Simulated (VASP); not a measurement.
# N (P4_2/mnm) in VASP: notebook

The runs below take N through single point, with LDA.

Everything below comes from runs of VASP 6.6.1. Logs are shortened: lines on timing, memory, paths and dates and some standing lists are left out, and cuts for length are marked.

## 1. The cell of the first run

Symmetry: P4_2/mnm, No. 136, tetragonal system. The conventional cell has a = 4.311 Å, b = 4.311 Å, c = 4.797 Å, α = 90.00°, β = 90.00°, γ = 90.00°. Within 1.6 Å of N (site symmetry m2m) lie 1 N at 1.17 Å.

## 2. Single point, LDA

The input, INCAR:

```
SYSTEM = N
  PREC = Accurate
  ENCUT = 520
  EDIFF = 1E-6
  ISMEAR = 0
  SIGMA = 0.05
  LREAL = .False.
  LASPH = .True.
  NELM = 80
  ALGO = Normal
  ISIF = 2
  LWAVE = .False.
  LCHARG = .False.
  NBANDS = 18
```

The input, KPOINTS:

```
regular mesh
0
Gamma
  6 6 6
  0 0 0
```

The input, POSCAR:

```
N
1.0
    4.3114102317      0.0000000000      0.0000000000
    0.0000000000      4.3114102317      0.0000000000
    0.0000000000      0.0000000000      4.7969794448
N
4
Direct
    0.9042752000      0.9042752000      0.0000000000
    0.5957248000      0.4042752000      0.5000000000
    0.0957248000      0.0957248000      0.0000000000
    0.4042752000      0.5957248000      0.5000000000
```

Potentials or basis: VASP PAW LDA potentials, release 64 (N).

Run with:

```console
> cat potpaw_LDA.64/N/POTCAR > POTCAR
> mpirun -np 1 vasp_std > vasp.out
```

OUTCAR:

```text
SYSTEM = N
   PREC = Accurate
   ENCUT = 520
   EDIFF = 1E-6
   ISMEAR = 0
   LREAL = .False.
   LASPH = .True.
   NELM = 80
   ISIF = 2

 ion  position               nearest neighbor table
   1  0.904  0.904  0.000-   3 1.17
   2  0.596  0.404  0.500-   4 1.17
   3  0.096  0.096  0.000-   1 1.17
   4  0.404  0.596  0.500-   2 1.17

  LATTYP: Found a simple tetragonal cell.
 ALAT       =     4.3114102317
 C/A-ratio  =     1.1126242197

  Lattice vectors:

 A1 = (   4.3114102317,   0.0000000000,   0.0000000000)
 A2 = (   0.0000000000,   4.3114102317,   0.0000000000)
 A3 = (   0.0000000000,   0.0000000000,   4.7969794448)

Analysis of symmetry for initial positions (statically):
=====================================================================
 Subroutine PRICEL returns:
 Original cell was already a primitive cell.

 Routine SETGRP: Setting up the symmetry group for a
 simple tetragonal supercell.

 Subroutine GETGRP returns: Found 16 space group operations
 (whereof  8 operations were pure point group operations)
 out of a pool of 16 trial point group operations.

The static configuration has the point symmetry D_2h.
 The point group associated with its full space group is D_4h.

Analysis of symmetry for dynamics (positions and initial velocities):
=====================================================================
 Subroutine PRICEL returns:
 Original cell was already a primitive cell.

 Routine SETGRP: Setting up the symmetry group for a
 simple tetragonal supercell.

 Subroutine GETGRP returns: Found 16 space group operations
 (whereof  8 operations were pure point group operations)
 out of a pool of 16 trial point group operations.

The dynamic configuration has the point symmetry D_2h.
 The point group associated with its full space group is D_4h.

 Subroutine INISYM returns: Found 16 space group operations
 (whereof  8 operations are pure point group operations),
 and found     1 'primitive' translations

----------------------------------------------------------------------------------------

                                     Primitive cell

  volume of cell :      89.1675

  direct lattice vectors                    reciprocal lattice vectors
     4.311410232  0.000000000  0.000000000     0.231942670  0.000000000  0.000000000
     0.000000000  4.311410232  0.000000000     0.000000000  0.231942670  0.000000000
     0.000000000  0.000000000  4.796979445     0.000000000  0.000000000  0.208464516

  length of vectors
     4.311410232  4.311410232  4.796979445     0.231942670  0.231942670  0.208464516

  position of ions in fractional coordinates (direct lattice)
     0.904275200  0.904275200  0.000000000
     0.595724800  0.404275200  0.500000000
     0.095724800  0.095724800  0.000000000
     0.404275200  0.595724800  0.500000000

  ion indices of the primitive-cell ions
   primitive index   ion index
                 1           1
                 2           2
                 3           3
                 4           4

----------------------------------------------------------------------------------------

 KPOINTS: regular mesh

Automatic generation of k-mesh.
 Grid dimensions read from file:
 generate k-points for:    6    6    6

 Generating k-lattice:

  Cartesian coordinates                     Fractional coordinates (reciprocal lattice)
     0.038657112  0.000000000  0.000000000     0.166666667  0.000000000  0.000000000
     0.000000000  0.038657112  0.000000000     0.000000000  0.166666667  0.000000000
     0.000000000  0.000000000  0.034744086     0.000000000  0.000000000  0.166666667

  Length of vectors
     0.038657112  0.038657112  0.034744086

  Shift w.r.t. Gamma in fractional coordinates (k-lattice)
     0.000000000  0.000000000  0.000000000

 Subroutine IBZKPT returns following result:
 ===========================================

 Found     40 irreducible k-points:

 Following reciprocal coordinates:
            Coordinates               Weight
  0.000000  0.000000  0.000000      1.000000
  0.166667  0.000000  0.000000      4.000000
  0.333333  0.000000  0.000000      4.000000
  0.500000  0.000000  0.000000      2.000000
  0.166667  0.166667  0.000000      4.000000
  0.333333  0.166667  0.000000      8.000000
[... 16 lines left out ...]
  0.333333  0.000000  0.333333      8.000000
  0.500000  0.000000  0.333333      4.000000
 [... further k-points ...]
   k-points           NKPTS =     40   k-points in BZ     NKDIM =     40   number of bands    NBANDS=     18
   number of dos      NEDOS =    301   number of ions     NIONS =      4
   total plane-waves  NPLWV =  36864
   dimension x,y,z NGX =    32 NGY =   32 NGZ =   36
   dimension x,y,z NGXF=    64 NGYF=   64 NGZF=   72
   ions per type =               4
   NGX,Y,Z   is equivalent  to a cutoff of  12.34, 12.34, 12.48 a.u.
   NGXF,Y,Z  is equivalent  to a cutoff of  24.68, 24.68, 24.95 a.u.
 SYSTEM =  N
   PREC   = accura    normal or accurate (medium, high low for compatibility)
   ISTART =      0    job   : 0-new  1-cont  2-samecut
   ICHARG =      2    charge: 1-file 2-atom 10-const
   ISPIN  =      1    spin polarized calculation?
   LNONCOLLINEAR =      F non collinear calculations
   LSORBIT =      F    spin-orbit coupling
   LASPH  =      T    aspherical Exc in radial PAW
   ENCUT  =  520.0 eV  38.22 Ry    6.18 a.u.   8.02  8.02  8.92*2*pi/ulx,y,z
   NELM   =     80;   NELMIN=  2; NELMDL= -5     # of ELM steps
   EDIFF  = 0.1E-05   stopping-criterion for ELM
   LREAL  =      F    real-space projection
   EDIFFG = 0.1E-04   stopping-criterion for IOM
   NSW    =      0    number of steps for IOM
   IBRION =     -1    ionic relax: 0-MD 1-quasi-New 2-CG
   NFREE  =      0    steps in history (QN), initial steepest desc. (CG)
   ISIF   =      2    stress and relaxation
   ISYM   =      2    0-nonsym 1-usesym 2-fastsym
   POTIM  = 0.5000    time-step for ionic-motion
   TEBEG  =    0.0;   TEEND  =   0.0 temperature during run
   PSTRESS=    0.0 pullay stress
   NELECT =      20.0000    total number of electrons
   NUPDOWN=      -1.0000    fix difference up-down
   EMIN   =  10.00;   EMAX   =-10.00  energy-range for DOS
   EFERMI =   0.00;   METHOD = LEGACY
   ISMEAR =     0;   SIGMA  =   0.05  broadening in eV -4-tet -1-fermi 0-gaus
   EFERMI_NEDOS =   21; number of points for ismear=-14 and -15
   IALGO  =     38    algorithm
   IMIX   =      4    mixing-type and parameters
     AMIX     =   0.40;   BMIX     =  1.00
     AMIX_MAG =   1.60;   BMIX_MAG =  1.00
  volume/ion in A,a.u.               =      22.29       150.43
  Fermi-wavevector in a.u.,A,eV,Ry     =   0.994678  1.879669 13.461399  0.989385
  Thomas-Fermi vector in A             =   2.126646
   LORBIT       =      0    0 simple, 1 ext, 2 COOP (PROOUT), +10 PAW based schemes
   GGA     = CA    functional components
   LHFCALC =     F    Hartree Fock is set to
   AEXX    =    0.0000 exact exchange contribution
   IVDW    =     0    specifies the selected vdW correction
   LEPSILON=     F    determine dielectric tensor
   LRPA    =     F    only Hartree local field effects (RPA)
 non-spin polarized calculation
 Gauss-broadening in eV      SIGMA  =   0.05
  energy-cutoff  :      520.00
  volume of cell :       89.17
 maximum number of plane-waves:      2448
   NGX = 17   NGY = 17   NGZ = 17

 number of electron      20.0000006 magnetization

 Free energy of the ion-electron system (eV)
  ---------------------------------------------------
  ext. energy  EPLUGINS =         0.00000000
  ---------------------------------------------------
  free energy    TOTEN  =       -34.65413959 eV

  energy without entropy =      -34.65413959  energy(sigma->0) =      -34.65413959

 E-fermi :  -6.2104     XC(G=0):  -7.1067

 val. band max:       -6.5269609916   @ k =   0.1667   0.1667   0.0000
 cond. band min:      -0.4917714646   @ k =   0.0000   0.0000   0.0000
 fundamental gap:      6.0351895269
 Fermi energy:        -6.2103661671

 k-point     1 :       0.0000    0.0000    0.0000
  band No.  band energies     occupation
      1     -23.8692      2.00000
      2     -23.7710      2.00000
      3     -10.2126      2.00000
      4     -10.2126      2.00000
      5      -8.1742      2.00000
      6      -7.6539      2.00000
[... 10 lines left out ...]
     17       8.5484      0.00000
     18      10.1600      0.00000

 k-point     2 :       0.1667    0.0000    0.0000
  band No.  band energies     occupation
      1     -23.8606      2.00000
      2     -23.7755      2.00000
      3     -10.2543      2.00000
      4     -10.2499      2.00000
      5      -8.1232      2.00000
      6      -7.8625      2.00000
[... 10 lines left out ...]
     17       8.6233      0.00000
     18       9.1413      0.00000

 k-point     3 :       0.3333    0.0000    0.0000
  band No.  band energies     occupation
      1     -23.8383      2.00000
      2     -23.7890      2.00000
      3     -10.3341      2.00000
      4     -10.3273      2.00000
      5      -7.9852      2.00000
      6      -7.9590      2.00000
[... 10 lines left out ...]
     17       8.4876      0.00000
     18       8.8986      0.00000

 k-point     4 :       0.5000    0.0000    0.0000
  band No.  band energies     occupation
      1     -23.8115      2.00000
      2     -23.8115      2.00000
      3     -10.3698      2.00000
      4     -10.3698      2.00000
      5      -7.9155      2.00000
      6      -7.9155      2.00000
[... 375 lines left out ...]
      4     -10.2432      2.00000
      5      -8.1365      2.00000
      6      -8.0329      2.00000
[... 10 lines left out ...]
     17       8.5744      0.00000
     18       9.9095      0.00000

 k-point    23 :       0.3333    0.0000    0.3333
  band No.  band energies     occupation
      1     -23.8248      2.00000
      2     -23.8001      2.00000
      3     -10.3388      2.00000
      4     -10.3350      2.00000
      5      -8.0545      2.00000
      6      -8.0523      2.00000
[... 10 lines left out ...]
     17       7.8990      0.00000
     18       8.8460      0.00000

 k-point    24 :       0.5000    0.0000    0.3333
  band No.  band energies     occupation
      1     -23.8102      2.00000
      2     -23.8102      2.00000
      3     -10.3818      2.00000
      4     -10.3818      2.00000
      5      -8.0356      2.00000
      6      -8.0356      2.00000
[... 10 lines left out ...]
     17       8.0245      0.00000
     18       8.0245      0.00000

 [... further k-points ...]

------------------------ aborting loop because EDIFF is reached ----------------------------------------

  FORCE on cell =-STRESS in cart. coord.  units (eV):
  Direction    XX          YY          ZZ          XY          YZ          ZX
  --------------------------------------------------------------------------------------
  -------------------------------------------------------------------------------------
  Total       -9.3215733     -9.3215733     -0.3181831     -0.0000000      0.0000000      0.0000000
  in kB     -167.4916827   -167.4916827     -5.7171707     -0.0000000      0.0000000      0.0000000
  external PRESSURE =    -113.5668453 kB  Pullay stress =       0.0000000 kB

 VOLUME and BASIS-vectors are now :
 -----------------------------------------------------------------------------
  energy-cutoff  :      520.00
  volume of cell :       89.17
      direct lattice vectors                 reciprocal lattice vectors
     4.311410232  0.000000000  0.000000000     0.231942670  0.000000000  0.000000000
     0.000000000  4.311410232  0.000000000     0.000000000  0.231942670  0.000000000
     0.000000000  0.000000000  4.796979445     0.000000000  0.000000000  0.208464516

 POSITION                                       TOTAL-FORCE (eV/Angst)
 -----------------------------------------------------------------------------------
      3.89870      3.89870      0.00000         5.409478      5.409478      0.000000
      2.56841      1.74300      2.39849        -5.409478      5.409478      0.000000
      0.41271      0.41271      0.00000        -5.409478     -5.409478      0.000000
      1.74300      2.56841      2.39849         5.409478     -5.409478      0.000000
 -----------------------------------------------------------------------------------
    total drift:                                0.000000      0.000000     -0.000000

  FREE ENERGIE OF THE ION-ELECTRON SYSTEM (eV)
  ---------------------------------------------------
  free  energy   TOTEN  =       -34.6541395934 eV

  energy  without entropy=      -34.6541395934  energy(sigma->0) =      -34.65413959
```

Wall time 1.7 min (1 thread of AMD EPYC, shared host); peak memory 0.14 GiB.

Results:

```
Free energy            : -34.6541 eV
Pressure               : -11.4 GPa
Largest force          : 7.650 eV/Å
Band gap on the k mesh : 6.04 eV
```

Forces on the atoms (eV/Å):
```
N    5.409  5.409  0.000
N   -5.409  5.409  0.000
N   -5.409 -5.409  0.000
N    5.409 -5.409  0.000
```

Caveat: the standard files for N, O and F lose accuracy on very short bonds; the cell stands under tension; forces of over 1 eV/Å act on the atoms, so gaps and moduli don't describe the material at rest.

(Part 1 of 2 ends here.)
